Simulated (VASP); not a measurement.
Input of a VASP 6.6.1 run:

Contents of INCAR:

```
SYSTEM = Zn
PREC = Accurate
ENCUT = 600
EDIFF = 1E-7
ISMEAR = -1
SIGMA = 0.05
LREAL = .FALSE.
LASPH = .TRUE.
NELM = 80
ALGO = Normal
ISIF = 3
LWAVE = .FALSE.
LCHARG = .FALSE.
GGA = PE
IBRION = 2
NSW = 60
EDIFFG = -0.005
PSTRESS = 540.0
```

File KPOINTS:

```
regular mesh
0
G
  18 18 18
  0 0 0
```

POSCAR

```
Zn
1.0
   -2.1583601732      2.1583601732      1.1870980953
    2.1583601732     -2.1583601732      1.1870980953
    2.1583601732      2.1583601732     -1.1870980953
Zn
2
Direct
   -0.3750000000     -0.1250000000     -0.2500000000
    0.3750000000      0.1250000000      0.2500000000
```

Potentials or basis: VASP PAW PBE potentials, release 64 (Zn).

Launch:

```sh
$ cat potpaw_PBE.64/Zn/POTCAR > POTCAR
$ mpirun -np 1 vasp_std > vasp.out
```

(1) Predict the relaxed cell.

(2) Predict the space group after relaxing (to 0.05 Å).

(3) Estimate the band gap on the k mesh.

Results:

(1) a = 3.402 Å, b = 3.402 Å, c = 3.402 Å, α = 96.55°, β = 96.55°, γ = 140.52°.

(2) I4_1/amd (No. 141).

(3) zero (band 12 reaches 10.18 eV, above the bottom of band 13 at 2.60 eV).

Caveat: the cell is relaxed towards a set pressure, so the enthalpy falls and the energy may rise.
